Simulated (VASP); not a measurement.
Here is a VASP 6.6.1 calculation.

INCAR

```
PREC = Accurate
ENCUT = 520
EDIFF = 1E-6
ISMEAR = -1
SIGMA = 0.02
LREAL = Auto
LASPH = True
NELM = 120
ALGO = Normal
ISIF = 2
LWAVE = False
LCHARG = True
GGA = PS
LELF = True
LVHAR = True
NBANDS = 72
GGA_COMPAT = False
```

File KPOINTS:

```
regular mesh
0
Gamma
  1 1 1
```

File POSCAR:

```
H3C2N
1.0
    8.7876200000      0.0000000000      0.0000000000
    0.0000000000      8.7876200000      0.0000000000
    0.0000000000      0.0000000000      8.7876200000
C N H
12 6 18
Direct
    1.0630864785      0.3267096210      0.5854372401
    0.9749397448      0.3746406877      0.7206729467
    0.4033970518      0.0633277270      0.4076757985
    0.3599154265      0.1910642472      0.3230226159
    0.6487308281      0.8758799311      0.9997246126
    0.5324422312      0.8280626609      0.8785655274
    0.1991779344      0.6484577167      0.9603510393
    0.0825365685      0.7411221696      1.0218921619
    0.9991214914      0.7492017179      0.5268662050
    0.8826621998      0.8689611066      0.5092505138
    0.5202773902      0.4675668725      0.8871799190
    0.4454676010      0.3809677706      0.7646438968
    0.8980019619      0.4246656091      0.8191182596
    0.3875224464      0.3117567669      0.2686051513
    0.4622867170      0.7960972368      0.7760918201
   -0.0116186180      0.7985097216      1.0893962188
    0.8369729233      0.9950817172      0.4793448055
    0.4306740619      0.3079901043      0.6574248773
    1.0534365391      0.1979261734      0.5636565987
    0.9915540271      0.3817188272      0.5082604846
    1.1752328844      0.3696791623      0.5872693630
    0.4269756771     -0.0219968547      0.3198590745
    0.5190028699      0.0526308602      0.4521360732
    0.2957683650      0.0130524533      0.4723463236
    0.6054085179      0.8531775384      1.1185850094
    0.7517166195      0.7846037949      1.0084983192
    0.7017144574      0.9859780009      0.9970162570
    0.2535157415      0.6981526284      0.8505147014
    0.2843204417      0.6587904347      1.0588077318
    0.1921794525      0.5228150512      0.9762370244
    1.0714505179      0.7685243559      0.4293540230
    1.0614591892      0.7854914072      0.6324806944
    0.9497338301      0.6468076681      0.5614489475
    0.4857174070      0.4574503677      1.0069620671
    0.6416185497      0.4497349681      0.8942921974
    0.5329656949      0.5908425717      0.8365404967
```

Potentials or basis: VASP PAW PBE potentials, release 64 (C, N, H).

The run is started by

```bash
$ cat potpaw_PBE.64/C/POTCAR potpaw_PBE.64/N/POTCAR potpaw_PBE.64/H/POTCAR > POTCAR
$ mpirun -np 1 vasp_gam > vasp.out
```

Problem. Predict the pressure.

Solution. -0.2 GPa.

Problem. What does it give for the band gap on the k mesh?

Solution. 5.32 eV.

Problem. Estimate the largest force.

Solution. 8.148 eV/Å.

Stress tensor (GPa, compression positive):
```
-0.04 -0.11  0.14
-0.11 -0.48  1.06
 0.14  1.06  0.04
```

Caveat: the k points lie up to 0.72 Å⁻¹ apart; the atoms stand as in a frame of molecular dynamics; the PAW data sets were made with another functional, which shifts forces and pressure a little.
